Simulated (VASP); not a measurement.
# TaN (Imm2) in VASP: single point with LDA

Aim: the single point of TaN with LDA.

Program: VASP 6.6.1. These are calculated values, not measurements. Logs are shortened: lines on timing, memory, paths and dates and some standing lists are left out, and cuts for length are marked.

## Step 1: The cell of the first run

Symmetry: Imm2, No. 44, orthorhombic system. Conventional cell: a = 3.074 Å, b = 4.348 Å, c = 3.074 Å, α = 90.00°, β = 90.00°, γ = 90.00°. Ta (site symmetry mm2) has 6 N at 2.05 to 2.31 Å within 2.7 Å. Within 2.7 Å of N (site symmetry mm2) lie 6 Ta at 2.05 to 2.31 Å.

## Step 2: Single point, LDA (atoms displaced along a vibrational mode)

Contents of INCAR:

```
PREC = Accurate ; ENCUT = 600
EDIFF = 1E-6 ; ISMEAR = 0
SIGMA = 0.15 ; LREAL = False
LASPH = True ; NELM = 120
ALGO = Normal ; ISIF = 2
LWAVE = False ; LCHARG = True
LELF = True ; LVHAR = True
NBANDS = 16 ; GGA_COMPAT = False
```

Contents of KPOINTS:

```
regular mesh
0
Gamma
  18 18 18
```

Contents of POSCAR:

```
TaN
1.0
    0.0000000000      2.1738356505      2.1738356505
    2.1738356505      0.0000000000      2.1738356505
    2.1738356505      2.1738356505      0.0000000000
Ta N
1 1
Direct
    0.5000000000      0.5043443495      0.5000000000
    0.0000000000     -0.0561219980      0.0000000000
```

Potentials or basis: VASP PAW LDA potentials, release 64 (Ta_sv_GW, N).

On the command line:

```console
$ cat potpaw_LDA.64/Ta_sv_GW/POTCAR potpaw_LDA.64/N/POTCAR > POTCAR
$ mpirun -np 1 vasp_std > vasp.out
```

OUTCAR:

```text
PREC = Accurate
   ENCUT = 600
   EDIFF = 1E-6
   ISMEAR = 0
   LREAL = False
   LASPH = True
   NELM = 120
   ISIF = 2

 ion  position               nearest neighbor table
   1  0.500  0.504  0.500-   2 2.05   2 2.05   2 2.18   2 2.18   2 2.31   2 2.31
   2  0.000  0.944  0.000-   1 2.05   1 2.05   1 2.18   1 2.18   1 2.31   1 2.31

  LATTYP: Found a face centered cubic cell.
 ALAT       =     4.3476713010

  Lattice vectors:

 A1 = (   0.0000000000,   2.1738356505,   2.1738356505)
 A2 = (   2.1738356505,   0.0000000000,   2.1738356505)
 A3 = (   2.1738356505,   2.1738356505,   0.0000000000)

Analysis of symmetry for initial positions (statically):
=====================================================================
 Subroutine PRICEL returns:
 Original cell was already a primitive cell.

 Routine SETGRP: Setting up the symmetry group for a
 face centered cubic supercell.

 Subroutine GETGRP returns: Found  4 space group operations
 (whereof  4 operations were pure point group operations)
 out of a pool of 48 trial point group operations.

The static configuration has the point symmetry C_2v.

Analysis of symmetry for dynamics (positions and initial velocities):
=====================================================================
 Subroutine PRICEL returns:
 Original cell was already a primitive cell.

 Routine SETGRP: Setting up the symmetry group for a
 face centered cubic supercell.

 Subroutine GETGRP returns: Found  4 space group operations
 (whereof  4 operations were pure point group operations)
 out of a pool of 48 trial point group operations.

The dynamic configuration has the point symmetry C_2v.

 Subroutine INISYM returns: Found  4 space group operations
 (whereof  4 operations are pure point group operations),
 and found     1 'primitive' translations

----------------------------------------------------------------------------------------

                                     Primitive cell

  volume of cell :      20.5452

  direct lattice vectors                    reciprocal lattice vectors
     0.000000000  2.173835651  2.173835651    -0.230008188  0.230008188  0.230008188
     2.173835651  0.000000000  2.173835651     0.230008188 -0.230008188  0.230008188
     2.173835651  2.173835651  0.000000000     0.230008188  0.230008188 -0.230008188

  length of vectors
     3.074267859  3.074267859  3.074267859     0.398385869  0.398385869  0.398385869
[... 80 lines left out ...]
   NELM   =    120;   NELMIN=  2; NELMDL= -5     # of ELM steps
   EDIFF  = 0.1E-05   stopping-criterion for ELM
   LREAL  =      F    real-space projection
   EDIFFG = 0.1E-04   stopping-criterion for IOM
   NSW    =      0    number of steps for IOM
   IBRION =     -1    ionic relax: 0-MD 1-quasi-New 2-CG
   NFREE  =      0    steps in history (QN), initial steepest desc. (CG)
   ISIF   =      2    stress and relaxation
   ISYM   =      2    0-nonsym 1-usesym 2-fastsym
   POTIM  = 0.5000    time-step for ionic-motion
   TEBEG  =    0.0;   TEEND  =   0.0 temperature during run
   PSTRESS=    0.0 pullay stress
   NELECT =      18.0000    total number of electrons
   NUPDOWN=      -1.0000    fix difference up-down
   EMIN   =  10.00;   EMAX   =-10.00  energy-range for DOS
   EFERMI =   0.00;   METHOD = LEGACY
   ISMEAR =     0;   SIGMA  =   0.15  broadening in eV -4-tet -1-fermi 0-gaus
   EFERMI_NEDOS =   21; number of points for ismear=-14 and -15
   IALGO  =     38    algorithm
   IMIX   =      4    mixing-type and parameters
     AMIX     =   0.40;   BMIX     =  1.00
     AMIX_MAG =   1.60;   BMIX_MAG =  1.00
  volume/ion in A,a.u.               =      10.27        69.32
  Fermi-wavevector in a.u.,A,eV,Ry     =   1.566495  2.960246 33.387418  2.453906
  Thomas-Fermi vector in A             =   2.668814
   LORBIT       =      0    0 simple, 1 ext, 2 COOP (PROOUT), +10 PAW based schemes
   GGA     = CA    functional components
   LHFCALC =     F    Hartree Fock is set to
   AEXX    =    0.0000 exact exchange contribution
   IVDW    =     0    specifies the selected vdW correction
   LEPSILON=     F    determine dielectric tensor
   LRPA    =     F    only Hartree local field effects (RPA)
 non-spin polarized calculation
 Gauss-broadening in eV      SIGMA  =   0.15
  energy-cutoff  :      600.00
  volume of cell :       20.55
 maximum number of plane-waves:       701
 NGX is ok and might be reduce to    28
   NGX = 13   NGY = 13   NGZ = 13

 number of electron      18.0000000 magnetization

 Free energy of the ion-electron system (eV)
  ---------------------------------------------------
  ext. energy  EPLUGINS =         0.00000000
  ---------------------------------------------------
  free energy    TOTEN  =       -26.50627630 eV

  energy without entropy =      -26.49721114  energy(sigma->0) =      -26.50174372

 E-fermi :  13.9247     XC(G=0): -14.2472

 val. band max:       13.9240905083   @ k =   0.2778   0.2222   0.2778
 cond. band min:      13.9247568100   @ k =   0.2222   0.1667  -0.4444
 fundamental gap:      0.0006663017
 Fermi energy:        13.9246769438

 k-point     1 :       0.0000    0.0000    0.0000
  band No.  band energies     occupation
      1     -54.9792      2.00000
      2     -21.4238      2.00000
      3     -21.4141      2.00000
      4     -21.3978      2.00000
      5      -4.8428      2.00000
      6       9.2741      2.00000
[... 433 lines left out ...]
      3     -21.4363      2.00000
      4     -21.4263      2.00000
      5      -4.5566      2.00000
      6       8.0656      2.00000
[... 8 lines left out ...]
     15      24.0371      0.00000
     16      35.7425      0.00000

 [... further k-points ...]

------------------------ aborting loop because EDIFF is reached ----------------------------------------

  FORCE on cell =-STRESS in cart. coord.  units (eV):
  Direction    XX          YY          ZZ          XY          YZ          ZX
  --------------------------------------------------------------------------------------
  -------------------------------------------------------------------------------------
  Total        1.4182735      0.1633792      1.4182735      0.0000000      0.0000000     -0.3375544
  in kB      110.6013600     12.7408176    110.6013600      0.0000000      0.0000000    -26.3235397
  external PRESSURE =      77.9811792 kB  Pullay stress =       0.0000000 kB

 VOLUME and BASIS-vectors are now :
 -----------------------------------------------------------------------------
  energy-cutoff  :      600.00
  volume of cell :       20.55
      direct lattice vectors                 reciprocal lattice vectors
     0.000000000  2.173835651  2.173835651    -0.230008188  0.230008188  0.230008188
     2.173835651  0.000000000  2.173835651     0.230008188 -0.230008188  0.230008188
     2.173835651  2.173835651  0.000000000     0.230008188  0.230008188 -0.230008188

 POSITION                                       TOTAL-FORCE (eV/Angst)
 -----------------------------------------------------------------------------------
      2.18328      2.17384      2.18328        -1.369071     -0.000000     -1.369071
      2.05184      0.00000      2.05184         1.369071      0.000000      1.369071
 -----------------------------------------------------------------------------------
    total drift:                               -0.000035      0.000000     -0.000035

  FREE ENERGIE OF THE ION-ELECTRON SYSTEM (eV)
  ---------------------------------------------------
  free  energy   TOTEN  =       -26.5062763043 eV

  energy  without entropy=      -26.4972111391  energy(sigma->0) =      -26.50174372
```

OSZICAR:

```text
N       E                     dE             d eps       ncg     rms          rms(c)
DAV:   1     0.107952910268E+03    0.10795E+03   -0.11988E+04 27880   0.126E+03
DAV:   2    -0.256540760452E+02   -0.13361E+03   -0.12907E+03 39312   0.316E+02
DAV:   3    -0.305514046064E+02   -0.48973E+01   -0.48901E+01 32176   0.545E+01
DAV:   4    -0.306780986265E+02   -0.12669E+00   -0.12669E+00 39648   0.606E+00
DAV:   5    -0.306818861319E+02   -0.37875E-02   -0.37875E-02 32424   0.761E-01    0.488E+01
DAV:   6    -0.266919186072E+02    0.39900E+01   -0.90289E+00 29632   0.256E+01    0.501E+01
DAV:   7    -0.265645179451E+02    0.12740E+00   -0.40758E-01 32520   0.511E+00    0.252E+01
DAV:   8    -0.265079469383E+02    0.56571E-01   -0.13638E-01 33704   0.283E+00    0.294E+00
DAV:   9    -0.265064491546E+02    0.14978E-02   -0.39164E-03 35008   0.588E-01    0.359E-01
DAV:  10    -0.265062902785E+02    0.15888E-03   -0.13561E-03 29296   0.354E-01    0.167E-01
DAV:  11    -0.265062959466E+02   -0.56681E-05   -0.12898E-04 31424   0.103E-01    0.975E-02
DAV:  12    -0.265062761062E+02    0.19840E-04   -0.34044E-05 30144   0.462E-02    0.135E-02
DAV:  13    -0.265062763043E+02   -0.19811E-06   -0.21049E-06 29672   0.109E-02
   1 F= -.26506276E+02 E0= -.26501744E+02  d E =-.906517E-02
```

stdout:

```text
POSCAR found type information on POSCAR TaN
 POSCAR found :  2 types and       2 ions
 scaLAPACK will be used
 LDA part: xc-table for (Slater(with rela. corr.)+CA(PZ))
 , standard interpolation
 POSCAR, INCAR and KPOINTS ok, starting setup
 FFT: planning ... GRIDC
 FFT: planning ... GRID_SOFT
 FFT: planning ... GRID
 WAVECAR not read
 entering main loop
```

Wall time 7 min (1 thread of Intel Xeon Platinum 8488C (Sapphire Rapids), shared host); peak memory 0.48 GiB.

Results:

```yaml
Free_energy: -26.5063 eV
Pressure: 7.8 GPa
Largest_force: 1.936 eV/Å
Band_gap_on_the_k_mesh: zero (bands 9 and 10 overlap by 3.59 eV)
```

Forces in eV/Å, atoms in the order of the input:
```
Ta  -1.369  0.000 -1.369
N    1.369  0.000  1.369
```

Caveat: the cell differs from its parent crystal (atoms displaced along a vibrational mode); the cell stands under pressure; spin-orbit coupling is left out, which moves the levels of the heavy elements; forces of over 1 eV/Å act on the atoms, so gaps and moduli don't describe the material at rest.
